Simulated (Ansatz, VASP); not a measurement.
**One calculation of Pt, two programs**

```
Pt
1.0
     0.00000    1.94743    1.94743
     1.94743    0.00000    1.94743
     1.94743    1.94743    0.00000
Pt
1
Direct
  0.00000 0.00000 0.00000
```

Alike in both runs: task single point; functional LDA; k mesh 14 × 14 × 14; occupations fermi-dirac, width 0.3 eV; no spin polarisation.

```csv
,VASP,Ansatz
version,VASP 6.6.1,Ansatz 0.2.0
potentials or method,"VASP PAW LDA potentials, release 64 (Pt), cutoff 520 eV","plane waves (420 eV) with PAW, scalar-relativistic"
valence electrons in the cell,10,18
```

|  | VASP | Ansatz | Ansatz less VASP |
| --- | --- | --- | --- |
| pressure (GPa) | 2.8 | 2.0 | -0.76 |

Ansatz warns that its potentials were made for another functional, while VASP's fit it. LDA's correlation is that of Perdew and Zunger in VASP and of Perdew and Wang (1992) in Ansatz. VASP's potentials hold 10 valence electrons a cell and Ansatz's 18, so a difference there can come from the potentials and not from the codes.

Spin-orbit coupling is off throughout.
